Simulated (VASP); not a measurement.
A run of VASP 6.6.1:

Contents of INCAR:

```
SYSTEM = Sn3Se
ALGO = Normal
EDIFF = 1E-6
ENCUT = 520
GGA = PS
ISIF = 2
ISMEAR = -1
LASPH = .TRUE.
LCHARG = .FALSE.
LREAL = .FALSE.
LWAVE = .FALSE.
NBANDS = 32
NELM = 60
PREC = Accurate
SIGMA = 0.05
```

The input KPOINTS:

```
k-points
0
G
  6 6 6
  0 0 0
```

The input POSCAR:

```
Sn3Se
1.0
    0.0000000000      3.7578614887      3.7578614887
    3.7578614887      0.0000000000      3.7578614887
    3.7578614887      3.7578614887      0.0000000000
Sn Se
3 1
Direct
    0.5000000000      0.5000000000      0.5000000000
    0.7500000000      0.7500000000      0.7500000000
    0.2500000000      0.2500000000      0.2500000000
    0.0000000000      0.0000000000      0.0000000000
```

Potentials or basis: VASP PAW PBE potentials, release 64 (Sn_d, Se).

Run with:

```bash
$ cat potpaw_PBE.64/Sn_d/POTCAR potpaw_PBE.64/Se/POTCAR > POTCAR
$ mpirun -np 1 vasp_std > vasp.out
```

Hardware: 1 thread of Intel Xeon 6975P-C, on a shared host.

Q: Estimate the wall time of this run.

A: It took 44 s on 1 thread of Intel Xeon 6975P-C (shared host), peak memory 0.25 GiB. Counts: scf iterations 12, k points 16.
